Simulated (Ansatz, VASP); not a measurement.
## Two plane-wave programs on As2H

File INCAR:

```
PREC = Accurate
ENCUT = 520
EDIFF = 1E-6
ISMEAR = 0
SIGMA = 0.05
LREAL = F
LASPH = T
NELM = 150
ALGO = Normal
ISIF = 2
LWAVE = F
LCHARG = F
ISPIN = 2
MAGMOM = 0 0 1
LORBIT = 11
LDIPOL = T
IDIPOL = 3
DIPOL = 0.5 0.5 0.327
GGA = PE
IVDW = 12
NBANDS = 16
```

Contents of KPOINTS:

```
Automatic mesh
0
Gamma
  9 9 1
```

Contents of POSCAR:

```
As2H
1.0
    3.5713387681      0.0000000000      0.0000000000
   -1.7856693841      3.0928700987      0.0000000000
    0.0000000000      0.0000000000     18.3976402524
As H
2 1
Direct
    0.3333333333      0.6666666667      0.2933876398
    0.6666666667      0.3333333333      0.2174191877
    0.8333333333      0.6666666667      0.4700407299
```

Input for Ansatz:

```yaml
crystal:
  lattice:
    - [3.5713387681, 0.0, 0.0]
    - [-1.7856693841, 3.0928700987, 0.0]
    - [0.0, 0.0, 18.3976402524]
  atoms:
    - { symbol: As, position: [0.3333333333, 0.6666666667, 0.2933876398] }
    - { symbol: As, position: [0.6666666667, 0.3333333333, 0.2174191877] }
    - { symbol: H, position: [0.8333333333, 0.6666666667, 0.4700407299], spin: 1.0 }
basis:
  ecutwfc: 420
kpoints:
  mp_grid: { grid: [9, 9, 1] }
hamiltonian:
  xc: pbe
  dispersion: d3bj
scf:
  occupations: { method: gaussian, width: 0.05 }
output:
  forces: true
  eigenvalues: true
  populations: true
magnetization:
  spin_polarized: true
efield:
  axis: 3
  dipole_correction: true
  ramp_width: 0.04
```

Alike in both runs: task single point; functional PBE; dispersion D3(BJ); k mesh 9 × 9 × 1; occupations gaussian, width 0.05 eV; collinear spin.

|  | VASP | Ansatz |
| --- | --- | --- |
| version | VASP 6.6.1 | Ansatz 0.2.0 |
| potentials or method | VASP PAW PBE potentials, release 64 (As, H), cutoff 520 eV | scalar-relativistic, plane waves, PAW |
| valence electrons in the cell | 11 | 31 |

```tsv
	VASP	Ansatz	Ansatz less VASP
gap on the k mesh at the Fermi level (eV)	1.49	1.48	-0.004
least direct gap on the mesh (eV)	1.85	1.86	+0.004
rms of the force components (eV/Å)	0.052	0.018	-0.0337
net moment per atom (μB)	0.33	0.33	0.000
size of the moment on the site where the two differ most (μB)	0.38	0.93	+0.548
```

Site moments also hang on the region over which each program counts them. Atom by atom the forces differ by 0.043 eV/Å (rms over components). VASP's potentials hold 11 valence electrons a cell and Ansatz's 31, so a difference there can come from the potentials and not from the codes. Ansatz's warnings: stability check not made.
